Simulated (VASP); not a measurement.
Runs of VASP 6.6.1 on HgTe (Coloradoite). Symmetry: F-43m, No. 216, cubic system. Conventional cell: a = 6.578 Å, b = 6.578 Å, c = 6.578 Å, α = 90.00°, β = 90.00°, γ = 90.00°. Within 3.8 Å of Hg (site symmetry -43m) lie 4 Te at 2.85 Å. Te (site symmetry -43m) has 4 Hg at 2.85 Å within 3.8 Å. 

| level | spin | smearing | gap on the mesh (eV) | pressure (GPa) |
| --- | --- | --- | --- | --- |
| PBE | off | methfessel-paxton 0.5 eV | none | 1.6 |
| PBE | off | fermi-dirac 0.02 eV | none | 1.7 |
| PBE+D3(BJ) | off | fermi-dirac 0.02 eV | none | (a) |
| PBE | collinear, zero start | fermi-dirac 0.02 eV | none | 1.7 |

Alike in all rows: task single point; potentials or basis VASP PAW PBE potentials, release 64 (Hg, Te); cell as given; k mesh 4 × 4 × 4; cutoff (eV) 520.

**Question.** Fill in the values left out.

**Answer.** (a) -0.1.

Caveats: all runs use coarse meshes; spin-orbit coupling is left out, which moves the levels of the heavy elements; pairwise dispersion overbinds metals, which lowers pressure and volume (some runs).

A k mesh can miss the band edges, and the runs leave out spin-orbit coupling on Hg, Te.

A gap of «none» marks levels without a gap at the run's occupations.
